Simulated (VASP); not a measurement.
Input of a VASP 6.6.1 run:

Contents of INCAR:

```
PREC = Accurate
ENCUT = 600
EDIFF = 1E-6
ISMEAR = 0
SIGMA = 0.1
LREAL = False
LASPH = True
NELM = 100
ALGO = Normal
ISIF = 3
LWAVE = False
LCHARG = False
GGA = PE
IBRION = 2
NSW = 100
EDIFFG = -0.01
```

Contents of KPOINTS:

```
regular mesh
0
Gamma
  14 14 6
```

File POSCAR:

```
SbTe2O
1.0
    3.2357857068      0.0000000000      0.0000000000
    0.0000000000      3.2357857068      0.0000000000
    0.0000000000      0.0000000000      8.4095299233
Sb Te O
1 2 1
Direct
    0.0000000000      0.0000000000      0.5000000000
    0.5000000000      0.5000000000      0.1717284777
    0.5000000000      0.5000000000      0.8282715223
    0.0000000000      0.0000000000      0.0000000000
```

Potentials or basis: VASP PAW PBE potentials, release 64 (Sb, Te, O).

The run is started by

```sh
$ cat potpaw_PBE.64/Sb/POTCAR potpaw_PBE.64/Te/POTCAR potpaw_PBE.64/O/POTCAR > POTCAR
$ mpirun -np 1 vasp_std > vasp.out
```

Question: What does it give for the relaxed cell?

Answer: a = 3.223 Å, b = 3.223 Å, c = 8.507 Å, α = 90.00°, β = 90.00°, γ = 90.00°.

Question: What does it give for the space group after relaxing (to 0.1 Å)?

Answer: P4/mmm (No. 123).

Question: Predict the relaxed volume.

Answer: 22.09 Å³/atom.

Forces in eV/Å, atoms in the order of the input:
```
Sb   0.000  0.000  0.000
Te   0.000  0.000 -0.004
Te   0.000  0.000  0.004
O    0.000  0.000  0.000
```

Caveat: the highest band is partly filled, so the run has too few bands; an odd number of electrons without spin polarisation forces a metal; a magnetic or distorted state may lie lower.
